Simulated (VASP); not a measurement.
# V (P6/mmm) in VASP: a series of runs, part 2 of 2

VASP 6.6.1.

## 3. Single point, PBEsol

This run uses another cell than the first one, of 13.16 Å³/atom.

Contents of INCAR:

```
SYSTEM = V
PREC = Accurate
ENCUT = 520
EDIFF = 1E-6
ISMEAR = -1
SIGMA = 0.1
LREAL = .False.
LASPH = .True.
NELM = 60
ALGO = Normal
ISIF = 2
LWAVE = .False.
LCHARG = .False.
GGA = PS
NBANDS = 26
```

Contents of KPOINTS:

```
regular mesh
0
Gamma
  11 11 18
  0 0 0
```

Contents of POSCAR:

```
V
1.0
    4.4017046574      0.0000000000      0.0000000000
   -2.2008523287      3.8119880532      0.0000000000
    0.0000000000      0.0000000000      2.3520837564
V
3
Direct
    0.0000000000      0.0000000000      0.0000000000
    0.3333333333      0.6666666667      0.5000000000
    0.6666666667      0.3333333333      0.5000000000
```

Potentials or basis: VASP PAW PBE potentials, release 64 (V_sv).

The run is started by

```bash
> cat potpaw_PBE.64/V_sv/POTCAR > POTCAR
> mpirun -np 1 vasp_std > vasp.out
```

OUTCAR:

```text
SYSTEM = V
   PREC = Accurate
   ENCUT = 520
   EDIFF = 1E-6
   ISMEAR = -1
   LREAL = .False.
   LASPH = .True.
   NELM = 60
   ISIF = 2
   GGA = PS

 ion  position               nearest neighbor table
   1  0.000  0.000  0.000-   2 2.80   3 2.80   2 2.80   3 2.80   2 2.80   2 2.80   3 2.80   3 2.80
                             3 2.80   3 2.80   2 2.80   2 2.80
   2  0.333  0.667  0.500-   3 2.54   3 2.54   3 2.54   1 2.80   1 2.80   1 2.80   1 2.80   1 2.80
                             1 2.80
   3  0.667  0.333  0.500-   2 2.54   2 2.54   2 2.54   1 2.80   1 2.80   1 2.80   1 2.80   1 2.80
                             1 2.80

  LATTYP: Found a hexagonal cell.
 ALAT       =     4.4017046574
 C/A-ratio  =     0.5343574682

  Lattice vectors:

 A1 = (   4.4017046574,   0.0000000000,   0.0000000000)
 A2 = (  -2.2008523287,   3.8119880532,   0.0000000000)
 A3 = (   0.0000000000,   0.0000000000,   2.3520837564)

Analysis of symmetry for initial positions (statically):
=====================================================================
 Subroutine PRICEL returns:
 Original cell was already a primitive cell.

 Routine SETGRP: Setting up the symmetry group for a
 hexagonal supercell.

 Subroutine GETGRP returns: Found 24 space group operations
 (whereof 24 operations were pure point group operations)
 out of a pool of 24 trial point group operations.

The static configuration has the point symmetry D_6h.

Analysis of symmetry for dynamics (positions and initial velocities):
=====================================================================
 Subroutine PRICEL returns:
 Original cell was already a primitive cell.

 Routine SETGRP: Setting up the symmetry group for a
 hexagonal supercell.

 Subroutine GETGRP returns: Found 24 space group operations
 (whereof 24 operations were pure point group operations)
[... 113 lines left out ...]
   TEBEG  =    0.0;   TEEND  =   0.0 temperature during run
   PSTRESS=    0.0 pullay stress
   NELECT =      39.0000    total number of electrons
   NUPDOWN=      -1.0000    fix difference up-down
   EMIN   =  10.00;   EMAX   =-10.00  energy-range for DOS
   EFERMI =   0.00;   METHOD = LEGACY
   ISMEAR =    -1;   SIGMA  =   0.10  broadening in eV -4-tet -1-fermi 0-gaus
   EFERMI_NEDOS =   21; number of points for ismear=-14 and -15
   IALGO  =     38    algorithm
   IMIX   =      4    mixing-type and parameters
     AMIX     =   0.40;   BMIX     =  1.00
     AMIX_MAG =   1.60;   BMIX_MAG =  1.00
  volume/ion in A,a.u.               =      13.16        88.78
  Fermi-wavevector in a.u.,A,eV,Ry     =   1.630627  3.081438 36.177135  2.658944
  Thomas-Fermi vector in A             =   2.722897
   LORBIT       =      0    0 simple, 1 ext, 2 COOP (PROOUT), +10 PAW based schemes
   GGA     = PS    functional components
   LHFCALC =     F    Hartree Fock is set to
   AEXX    =    0.0000 exact exchange contribution
   IVDW    =     0    specifies the selected vdW correction
   LEPSILON=     F    determine dielectric tensor
   LRPA    =     F    only Hartree local field effects (RPA)
 non-spin polarized calculation
  energy-cutoff  :      520.00
  volume of cell :       39.47
 maximum number of plane-waves:      1076
 NGX is ok and might be reduce to    36
   NGX = 17   NGY = 17   NGZ =  9

 number of electron      39.0000008 magnetization

 Free energy of the ion-electron system (eV)
  ---------------------------------------------------
  ext. energy  EPLUGINS =         0.00000000
  ---------------------------------------------------
  free energy    TOTEN  =       -28.55243555 eV

  energy without entropy =      -28.43468833  energy(sigma->0) =      -28.49356194

 E-fermi :  10.0538     XC(G=0): -13.1685

 val. band max:       10.0400032586   @ k =   0.1818   0.0909   0.1667
 cond. band min:      10.0551362534   @ k =   0.4545   0.0909   0.2778
 fundamental gap:      0.0151329948
 Fermi energy:        10.0537650465

 k-point     1 :       0.0000    0.0000    0.0000
  band No.  band energies     occupation
      1     -53.6290      2.00000
      2     -53.4657      2.00000
      3     -53.4066      2.00000
      4     -27.7245      2.00000
      5     -27.7245      2.00000
      6     -27.6071      2.00000
[... 685 lines left out ...]
     25      13.0187      0.00000
     26      13.0405      0.00000

 [... further k-points ...]
[... 5 lines left out ...]
  --------------------------------------------------------------------------------------
  -------------------------------------------------------------------------------------
  Total        0.0397230      0.0397230      0.0901618      0.0000000     -0.0000000      0.0000000
  in kB        1.6126028      1.6126028      3.6602267      0.0000000     -0.0000000      0.0000000
  external PRESSURE =       2.2951441 kB  Pullay stress =       0.0000000 kB

 VOLUME and BASIS-vectors are now :
 -----------------------------------------------------------------------------
  energy-cutoff  :      520.00
  volume of cell :       39.47
      direct lattice vectors                 reciprocal lattice vectors
     4.401704657  0.000000000  0.000000000     0.227184711  0.131165154  0.000000000
    -2.200852329  3.811988053  0.000000000     0.000000000  0.262330308  0.000000000
     0.000000000  0.000000000  2.352083756     0.000000000  0.000000000  0.425154928

 POSITION                                       TOTAL-FORCE (eV/Angst)
 -----------------------------------------------------------------------------------
      0.00000      0.00000      0.00000        -0.000000     -0.000000      0.000000
     -0.00000      2.54133      1.17604         0.000000     -0.000000     -0.000000
      2.20085      1.27066      1.17604        -0.000000      0.000000      0.000000
 -----------------------------------------------------------------------------------
    total drift:                                0.000000      0.000000     -0.000000

  FREE ENERGIE OF THE ION-ELECTRON SYSTEM (eV)
  ---------------------------------------------------
  free  energy   TOTEN  =       -28.5524355546 eV

  energy  without entropy=      -28.4346883304  energy(sigma->0) =      -28.49356194
```

OSZICAR:

```text
N       E                     dE             d eps       ncg     rms          rms(c)
DAV:   1     0.521877639702E+03    0.52188E+03   -0.22483E+04  8336   0.174E+03
DAV:   2    -0.112057040766E+02   -0.53308E+03   -0.52595E+03  8358   0.578E+02
DAV:   3    -0.324320498515E+02   -0.21226E+02   -0.20471E+02 10650   0.129E+02
DAV:   4    -0.327551442469E+02   -0.32309E+00   -0.32198E+00  9856   0.168E+01
DAV:   5    -0.327598051580E+02   -0.46609E-02   -0.46567E-02 10522   0.194E+00    0.349E+01
DAV:   6    -0.286980908210E+02    0.40617E+01   -0.18843E+01  8892   0.395E+01    0.489E+00
DAV:   7    -0.291445932745E+02   -0.44650E+00   -0.54060E+00 11276   0.176E+01    0.837E+00
DAV:   8    -0.285742238694E+02    0.57037E+00   -0.39909E+00 11592   0.113E+01    0.158E+00
DAV:   9    -0.285531612671E+02    0.21063E-01   -0.85288E-02 10214   0.307E+00    0.465E-01
DAV:  10    -0.285524331917E+02    0.72808E-03   -0.69680E-03  9830   0.784E-01    0.675E-02
DAV:  11    -0.285524345505E+02   -0.13588E-05   -0.18724E-04 11400   0.138E-01    0.243E-02
DAV:  12    -0.285524378655E+02   -0.33150E-05   -0.17490E-05 10452   0.397E-02    0.819E-03
DAV:  13    -0.285524357067E+02    0.21588E-05   -0.90816E-07  5486   0.852E-03    0.778E-04
DAV:  14    -0.285524355546E+02    0.15214E-06   -0.12024E-07  4756   0.330E-03
   1 F= -.28552436E+02 E0= -.28493562E+02  d E =-.117747E+00
```

Wall time 3.6 min (1 thread of Intel Xeon 8259CL, shared host); peak memory 0.25 GiB.

Results:

| Quantity | Value |
| --- | --- |
| Free energy | -28.5524 eV |
| Pressure | 0.2 GPa |
| Band gap on the k mesh | zero (an odd number of electrons rules out a gap without spin polarisation) |

Stress tensor (GPa, compression positive):
```
0.16 0.00 0.00
0.00 0.16 0.00
0.00 0.00 0.37
```

Caveat: the PAW data sets were made with another functional, which shifts forces and pressure a little.
